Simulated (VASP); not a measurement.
Crystal: ZnCu.

```
Zn Cu
1.0
     2.92055    0.00000    0.00000
     0.00000    2.92055    0.00000
     0.00000    0.00000    2.92055
Zn Cu
1 1
Direct
  0.50000 0.50000 0.50000
  0.00000 0.00000 0.00000
```

Base run:

```yaml
Program: VASP 6.6.1
Functional: PBE
Potentials_or_basis: VASP PAW PBE potentials, release 64 (Zn, Cu)
Cutoff: 600 eV
k_mesh: 6 × 6 × 6
Occupations: fermi-dirac, width 0.0861733 eV
Spin: no spin polarisation
```

Its results: pressure 6.7 GPa.

Problem. The run is repeated on the same cell with these changes: occupations from fermi-dirac, width 0.0861733 eV to tetrahedron. What comes out?

Solution. Pressure 5.9 GPa.

Caveats: tetrahedron occupations give inexact forces and stress in metals (some runs).
